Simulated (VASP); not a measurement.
Wanted: the native input for a VASP 6.6.1 run.

| Property | Result |
| --- | --- |
| Task | single point |
| Functional | PBE |
| Potentials or basis | VASP PAW PBE potentials, release 64 (Sr_sv, O) |
| Cutoff | 520 eV |
| k mesh | 8 × 8 × 8 |
| Occupations | gaussian, width 0.05 eV |
| Spin | no spin polarisation |
| Dipole correction | no |
| Further INCAR settings | ALGO = Normal; EDIFF = 1e-07; NBANDS = 15 |

The structure of SrO lies in POSCAR:

```
SrO
1.0
    0.0000000000      2.5312530000      2.5312530000
    2.5312530000      0.0000000000      2.5312530000
    2.5312530000      2.5312530000      0.0000000000
Sr O
1 1
Direct
    0.0000000000      0.0000000000      0.0000000000
    0.5000000000      0.5000000000      0.5000000000
```

This cell differs from its parent crystal: strain -0.015 along x and y, -0.015 along z.

The input as run:

INCAR

```
  PREC = Accurate
  ENCUT = 520
  EDIFF = 1E-7
  ISMEAR = 0
  SIGMA = 0.05
  LREAL = False
  LASPH = True
  NELM = 100
  ALGO = Normal
  ISIF = 2
  LWAVE = False
  LCHARG = False
  GGA = PE
  NBANDS = 15
```

KPOINTS

```
Automatic mesh
0
Gamma
  8 8 8
```

Potentials or basis: VASP PAW PBE potentials, release 64 (Sr_sv, O).

Run with:

```console
$ cat potpaw_PBE.64/Sr_sv/POTCAR potpaw_PBE.64/O/POTCAR > POTCAR
$ mpirun -np 1 vasp_std > vasp.out
```

Results of the run:

The pressure is 8.5 GPa. The band gap on the k mesh is 3.23 eV, indirect (least direct gap 3.29 eV).

Caveat: the cell differs from its parent crystal (strain -0.015 along x and y, -0.015 along z).

Run time: 7.7 s on 1 thread of Intel(R) Xeon(R) 6975P-C (Granite Rapids), with other jobs on the host, peak memory 0.16 GiB.
